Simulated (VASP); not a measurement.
Input of a VASP 6.6.1 run:

The input INCAR:

```
  PREC = Accurate
  ENCUT = 520
  EDIFF = 1E-6
  ISMEAR = 0
  SIGMA = 0.1
  LREAL = False
  LASPH = True
  NELM = 80
  ALGO = Normal
  ISIF = 2
  LWAVE = False
  LCHARG = False
  GGA = PE
  NBANDS = 39
```

KPOINTS

```
regular mesh
0
Gamma
  8 8 8
```

POSCAR

```
Sn4Se
1.0
   -3.4021010913      3.4021010913      3.4021010913
    3.4021010913     -3.4021010913      3.4021010913
    3.4021010913      3.4021010913     -3.4021010913
Sn Se
4 1
Direct
    0.0000000000      0.0000000000      0.5000000000
    0.0000000000      0.5000000000      0.0000000000
    0.5000000000      0.0000000000      0.0000000000
    0.5000000000      0.5000000000      0.5000000000
    0.0000000000      0.0000000000      0.0000000000
```

Potentials or basis: VASP PAW PBE potentials, release 64 (Sn_d, Se).

The run is started by

```console
$ cat potpaw_PBE.64/Sn_d/POTCAR potpaw_PBE.64/Se/POTCAR > POTCAR
$ mpirun -np 1 vasp_std > vasp.out
```

(1) Predict the band gap on the k mesh.

(2) What does it give for the pressure?

Results:

(1) zero (band 31 reaches 6.32 eV, above the bottom of band 32 at 4.93 eV).

(2) 0.0 GPa.

Caveat: spin-orbit coupling is left out, which moves the levels of the heavy elements.
